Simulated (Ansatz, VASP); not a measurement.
## One calculation of Al3H2, two programs

INCAR

```
PREC = Accurate
ENCUT = 600
EDIFF = 1E-6
ISMEAR = 0
SIGMA = 0.2
LREAL = F
LASPH = T
NELM = 60
ALGO = Normal
ISIF = 3
LWAVE = F
LCHARG = F
GGA = PE
IBRION = 2
NSW = 36
EDIFFG = -0.08
```

The input KPOINTS:

```
regular mesh
0
Gamma
  6 6 2
```

The input POSCAR:

```
Al3H2
1.0
    2.9500000000      0.0000000000      0.0000000000
   -1.4750000000      2.5547749400      0.0000000000
    0.0000000000      0.0000000000      7.9000000000
Al H
3 2
Direct
    0.0000000000      0.0000000000      0.0000000000
    0.3333333300      0.6666666700      0.3400000000
    0.6666666700      0.3333333300      0.6600000000
    0.3333333300      0.6666666700      0.8330000000
    0.6666666700      0.3333333300      0.1670000000
```

Input for Ansatz:

```yaml
crystal:
  lattice:
    - [2.95, 0.0, 0.0]
    - [-1.475, 2.55477494, 0.0]
    - [0.0, 0.0, 7.9]
  atoms:
    - { symbol: Al, position: [0.0, 0.0, 0.0] }
    - { symbol: Al, position: [0.33333333, 0.66666667, 0.34] }
    - { symbol: Al, position: [0.66666667, 0.33333333, 0.66] }
    - { symbol: H, position: [0.33333333, 0.66666667, 0.833] }
    - { symbol: H, position: [0.66666667, 0.33333333, 0.167] }
basis:
  ecutwfc: 420
kpoints:
  mp_grid: { grid: [6, 6, 2] }
hamiltonian:
  xc: pbe
scf:
  occupations: { method: gaussian, width: 0.2 }
  lower_state_search: "off"
output:
  forces: true
  stress: true
  eigenvalues: true
relax:
  adjacent_minimum: "off"
  f_tol: 0.08
  max_steps: 16
  cell: { stress_tol: 0.8 }
```

Change from the starting cell: built by hand: ordered vacancy rocksalt, trigonal Al3H2 (P-3m1, No. 164).

Alike in both runs: task relaxation of cell and atoms; functional PBE; k mesh 6 × 6 × 2; occupations gaussian, width 0.2 eV; no spin polarisation.

|  | VASP | Ansatz |
| --- | --- | --- |
| version | VASP 6.6.1 | Ansatz 0.2.0 |
| potentials or method | VASP PAW PBE potentials, release 64 (Al, H), cutoff 600 eV | scalar-relativistic, plane waves, PAW |
| valence electrons in the cell | 11 | 11 |

|  | VASP | Ansatz | Ansatz less VASP |
| --- | --- | --- | --- |
| gap on the k mesh at the Fermi level, each at its own relaxed structure (eV) | none | none | - |
| relaxed volume (Å³/atom) | 11.08 | 11.37 | +0.289 |
| relaxed cell length with the largest relative difference (Å) | 8.091 | 7.765 | -0.3256 |

A gap of «none» marks a metal or a gap that the smearing closes.

The k mesh is coarse, so the values compare programs but aren't converged.
